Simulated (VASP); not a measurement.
Runs of VASP 6.6.1 on BN. The structure is cubic, space group F-43m (No. 216). The conventional cell has a = 3.610 Å, b = 3.610 Å, c = 3.610 Å, α = 90.00°, β = 90.00°, γ = 90.00°. Within 2.1 Å of B (site symmetry -43m) lie 4 N at 1.56 Å. N (site symmetry -43m) has 4 B at 1.56 Å within 2.1 Å. 

```tsv
level	k mesh	smearing	grid for exact exchange (PRECFOCK)	share of exact exchange	screening parameter	gap on the mesh (eV)	pressure (GPa)
PBEsol	8 × 8 × 8	gaussian 0.01 eV	-	-	-	4.28	-0.6
r2SCAN	8 × 8 × 8	gaussian 0.05 eV	-	-	-	4.98	1.1
PBE-based global hybrid with 35 % exact exchange	6 × 6 × 6	gaussian 0.01 eV	Normal	0.35	-	(a)	-7.3
r2SCAN	8 × 8 × 8	methfessel-paxton 0.001 eV	-	-	-	4.98	1.1
r2SCAN	8 × 8 × 8	methfessel-paxton 0.2 eV	-	-	-	4.98	1.1
PBE-based screened hybrid with 10 % exact exchange	6 × 6 × 6	gaussian 0.01 eV	Normal	0.1	0.5 1/Å	4.74	2.0
r2SCAN	8 × 8 × 8	gaussian 0.01 eV	-	-	-	4.98	1.1
PBE-based screened hybrid with 75 % exact exchange	6 × 6 × 6	gaussian 0.01 eV	Normal	0.75	0.1 1/Å	(c)	(b)
```

Alike in all rows: task single point; potentials or basis VASP PAW PBE potentials, release 64 (B, N); no spin polarisation; cell as given; cutoff (eV) 520.

Q: Fill in the values left out.

A: (a) 7.43; (b) -21.3; (c) 9.66.

Caveats: some runs use coarse meshes; the PAW data sets were made with another functional, which shifts forces and pressure a little.

A k mesh can miss the band edges.
